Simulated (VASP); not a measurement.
# V: single point with PBEsol

Crystal: V.

```xyz
2
Lattice="2.9589 0.0000 0.0000 0.0000 2.9589 0.0000 0.0000 0.0000 2.8405" Properties=species:S:1:pos:R:3 pbc="T T T"
V     0.0000    0.0000    0.0000
V     1.4794    1.4794    1.4203
```

This cell differs from its parent crystal: strain along c alone, the other axes held: -4.0 %.

```yaml
Program: VASP 6.6.1
Task: single point
Functional: PBEsol
Potentials_or_basis: VASP PAW PBE potentials, release 64 (V_sv)
Cutoff: 520 eV
k_mesh: 14 × 14 × 14
Occupations: gaussian, width 0.1 eV
Spin: no spin polarisation
Dipole_correction: no
Further_INCAR_settings: ALGO = Fast; EDIFF = 1e-07; NBANDS = 20
```

The pressure is 9.1 GPa. The band gap on the k mesh is zero (bands 13 and 14 overlap by 3.14 eV).

Stress tensor (GPa, compression positive):
```
 6.90  0.00  0.00
 0.00  6.90  0.00
 0.00  0.00 13.48
```

Levels at points of the mesh, in eV from the Fermi level:
```csv
k point,band 10,band 11,band 12,band 13,band 14,band 15,band 16,band 17
"(0.00, 0.00, 0.00)",-3.47,-3.33,0.18,0.55,0.55,2.40,2.84,4.11
"(0.50, 0.00, 0.00)",-3.02,-0.78,-0.78,0.84,0.84,1.14,1.14,2.21
"(0.50, 0.50, 0.00)",-3.44,-1.01,-1.01,1.72,1.72,2.38,2.38,2.93
"(0.00, 0.00, 0.50)",-2.77,-0.64,-0.64,0.76,0.76,0.76,0.76,2.06
"(0.50, 0.00, 0.50)",-3.49,-1.45,-1.45,2.09,2.09,2.70,2.70,3.22
"(0.50, 0.50, 0.50)",-1.27,-1.27,-1.27,-1.05,-1.05,3.03,3.03,3.23
```

It took 3 min on 1 thread of Intel Xeon 8259CL, on a shared host, peak memory 0.23 GiB.

Caveat: the cell differs from its parent crystal (strain along c alone, the other axes held: -4.0 %); the stress differs along the axes, from 7 to 13 GPa; the PAW data sets were made with another functional, which shifts forces and pressure a little.
